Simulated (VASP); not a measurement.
# TaN: single point with LDA+U

Crystal: TaN.

```
CELL_PARAMETERS angstrom
5.18500 0.00000 0.00000
-2.59250 4.49034 0.00000
0.00000 0.00000 2.90800
ATOMIC_POSITIONS crystal
Ta 0.00000 0.00000 0.00000
Ta 0.33333 0.66667 0.50000
Ta 0.66667 0.33333 0.50000
N 0.50000 0.00000 0.00000
N 0.50000 0.50000 0.00000
N 0.00000 0.50000 0.00000
```

```
Program                : VASP 6.6.1
Task                   : single point
Functional             : LDA
Potentials or basis    : VASP PAW LDA potentials, release 64 (Ta_pv, N)
Cutoff                 : 520 eV
k mesh                 : 4 × 4 × 7
Occupations            : gaussian, width 0.05 eV
Spin                   : collinear spin, ferromagnetic start
Starting moments       : [2.39, 0.59, 0.59, 0.1, 0.1, 0.1] μB
Fixed moment           : 6.6 μB
Hubbard terms          : Ta d U = 8.0 eV
Dipole correction      : no
Further INCAR settings : ALGO = Normal; EDIFF = 1e-06; NBANDS = 37
```

```
Pressure                                              : 49.0 GPa
Net moment                                            : 6.60 μB per cell
Site moments                                          : Ta +2.31, +0.90; N +0.17 μB
Valence electrons inside the program's atomic spheres : Ta 8.75, 9.00; N 3.81
```

Stress tensor (GPa, compression positive):
```
42.54  0.00  0.00
 0.00 42.54  0.00
 0.00  0.00 61.77
```

Eigenvalues of the final occupation matrices:
```csv
site,spin,trace,eigenvalues
site 1 d,1,2.29,0.30 0.30 0.40 0.65 0.65
site 1 d,2,0.14,0.01 0.01 0.02 0.05 0.05
site 2 d,1,1.63,0.23 0.23 0.38 0.39 0.39
site 2 d,2,0.75,0.11 0.11 0.11 0.21 0.21
site 3 d,1,1.63,0.23 0.23 0.38 0.39 0.39
site 3 d,2,0.75,0.11 0.11 0.11 0.21 0.21
```

Wall time 3.2 min on 1 thread of AMD EPYC 7571 (shared host), peak memory 0.18 GiB.

Caveat: the moment is held away from its start; spin-orbit coupling is left out, which moves the levels of the heavy elements; the total moment is fixed, so each spin has its own Fermi level. The state reached can hang on the start; a lower one may exist.
